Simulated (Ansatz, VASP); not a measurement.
**One calculation of MoS2, two programs**

```
Mo S
1.0
     5.87049    0.00000    0.00000
     0.00000    5.87049    0.00000
     0.00000    0.00000    3.23595
Mo S
2 4
Direct
  0.00000 0.00000 0.00000
  0.50000 0.50000 0.50000
  0.28710 0.28710 0.00000
  0.21290 0.78710 0.50000
  0.71290 0.71290 0.00000
  0.78710 0.21290 0.50000
```

Alike in both runs: functional PBE; k mesh 8 × 8 × 10; occupations gaussian, width 0.1 eV; collinear spin.

Ansatz relaxed the structure, and its values are those at the end. VASP's run is a single point on that final structure, the one shown.

|  | VASP | Ansatz |
| --- | --- | --- |
| version | VASP 6.6.1 | Ansatz 0.2.0 |
| potentials or method | VASP PAW PBE potentials, release 64 (Mo_sv, S), cutoff 520 eV | scalar-relativistic, plane waves, PAW |
| valence electrons in the cell | 52 | 52 |

```tsv
	VASP	Ansatz	Ansatz less VASP
gap on the k mesh at the Fermi level (eV)	none	none	-
pressure (GPa)	0.0	0.0	+0.03
net moment per atom (μB)	0.00	0.00	0.000
```

A gap of «none» marks a metal or a gap that the smearing closes. With one functional, cell and mesh, what is left measures potentials, basis and numerics. Ansatz's warnings: seeded moment not kept.
